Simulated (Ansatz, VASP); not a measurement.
CaO: VASP beside Ansatz

File INCAR:

```
PREC = Accurate
ENCUT = 520
EDIFF = 1E-7
ISMEAR = 0
SIGMA = 0.01
LREAL = F
LASPH = T
NELM = 80
ALGO = Normal
ISIF = 2
LWAVE = F
LCHARG = F
GGA = PS
NBANDS = 15
```

File KPOINTS:

```
regular mesh
0
Gamma
  10 10 10
```

File POSCAR:

```
CaO
1.0
    0.0000000000      2.3835762404      2.3835762404
    2.3835762404      0.0000000000      2.3835762404
    2.3835762404      2.3835762404      0.0000000000
Ca O
1 1
Direct
   -0.0020976883     -0.0020976883     -0.0020976883
    0.5000000000      0.5000000000      0.5000000000
```

Input for Ansatz:

```yaml
crystal:
  lattice:
    - [0.0, 2.38357624035, 2.38357624035]
    - [2.38357624035, 0.0, 2.38357624035]
    - [2.38357624035, 2.38357624035, 0.0]
  atoms:
    - { symbol: Ca, position: [-0.002097688304, -0.002097688304, -0.002097688304] }
    - { symbol: O, position: [0.5, 0.5, 0.5] }
kpoints:
  mp_grid: { grid: [10, 10, 10] }
scf:
  occupations: { method: fixed }
  convergence: { dr2_threshold: 1.0e-10 }
hamiltonian:
  xc: pbesol
  pseudopotentials: { kind: all_electron, lapw: { basis_error: 0.0005 } }
output:
  forces: true
  stress: true
  eigenstates:
    kpoints:
      - [0.0, 0.0, 0.0]
      - [0.0, -0.5, -0.5]
      - [-0.5, 0.0, -0.5]
      - [-0.5, -0.5, 0.0]
      - [-0.5, 0.0, 0.0]
      - [0.0, -0.5, 0.0]
      - [0.0, 0.0, -0.5]
      - [-0.5, -0.5, -0.5]
  eigenvalues: true
```

Change from the starting cell: atom 1 moved by [-0.01, -0.01, -0.01] A.

Alike in both runs: task single point; functional PBEsol; k mesh 10 × 10 × 10; no spin polarisation.

|  | VASP | Ansatz |
| --- | --- | --- |
| version | VASP 6.6.1 | Ansatz 0.2.0 |
| potentials or method | VASP PAW PBE potentials, release 64 (Ca_sv, O), cutoff 520 eV | all-electron LAPW, scalar-relativistic |
| occupations | gaussian, width 0.01 eV | fixed |

Ansatz gave:

```
gap on the k mesh at the Fermi level (eV) : 3.54
pressure (GPa)                            : 0.0
rms of the force components (eV/Å)        : 0.031
```

Q: Estimate VASP's values.

A: gap on the k mesh at the Fermi level (eV): 3.52; pressure (GPa): 0.7; rms of the force components (eV/Å): 0.033.

VASP's potentials were made for PBE, not for PBEsol. Atom by atom the forces differ by 0.002 eV/Å (rms over components). Ansatz ran all-electron here, and VASP with PAW potentials.
